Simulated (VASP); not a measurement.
Runs of VASP 6.6.1 on Sr2Ir. The structure is that of space group Fm-3m (No. 225), or close to it. The cells are those of the table. 

```csv
cell,gap on the mesh (eV),pressure (GPa)
"a = 5.004 Å, angles 60.0°, 3 atoms",none,-0.6
"a = 5.057 Å, angles 60.0°, 3 atoms",none,(b)
"a = 5.108 Å, angles 60.0°, 3 atoms",none,-3.1
"a = 5.159 Å, angles 60.0°, 3 atoms",none,-4.0
"a = 5.209 Å, angles 60.0°, 3 atoms",none,(a)
```

Alike in all rows: task single point; level LDA; potentials or basis VASP PAW LDA potentials, release 64 (Sr_sv, Ir); no spin polarisation; k mesh 7 × 7 × 7; cutoff (eV) 520; smearing fermi-dirac 0.1 eV.

Question: Fill in the values left out.

Answer: (a) -4.8; (b) -1.9.

Caveats: spin-orbit coupling is left out, which moves the levels of the heavy elements.

A k mesh can miss the band edges, and the runs leave out spin-orbit coupling on Ir, Sr.

A gap of «none» marks levels without a gap at the run's occupations.
